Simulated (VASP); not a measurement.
Here is a VASP 6.6.1 calculation.

Contents of INCAR:

```
PREC = Accurate ; ENCUT = 600
EDIFF = 1E-6 ; ISMEAR = -1
SIGMA = 0.05 ; LREAL = F
LASPH = T ; NELM = 60
ALGO = Normal ; ISIF = 3
LWAVE = F ; LCHARG = F
GGA = PS ; IBRION = 2
NSW = 60 ; EDIFFG = -0.01
```

Contents of KPOINTS:

```
Automatic mesh
0
Gamma
  11 11 11
```

File POSCAR:

```
Au
1.0
   -1.6572690000      1.6572690000      1.6572690000
    1.6572690000     -1.6572690000      1.6572690000
    1.6572690000      1.6572690000     -1.6572690000
Au
1
Direct
    0.0000000000      0.0000000000      0.0000000000
```

Potentials or basis: VASP PAW PBE potentials, release 64 (Au).

Command:

```sh
$ cat potpaw_PBE.64/Au/POTCAR > POTCAR
$ mpirun -np 1 vasp_std > vasp.out
```

(1) What does it give for the relaxed volume?

(2) What does it give for the relaxed cell?

(3) Estimate the space group after relaxing (to 0.05 Å).

Results:

(1) 17.07 Å³/atom.

(2) a = 2.810 Å, b = 2.810 Å, c = 2.810 Å, α = 109.47°, β = 109.47°, γ = 109.47°.

(3) Im-3m (No. 229).

Caveat: the PAW data sets were made with another functional, which shifts forces and pressure a little.
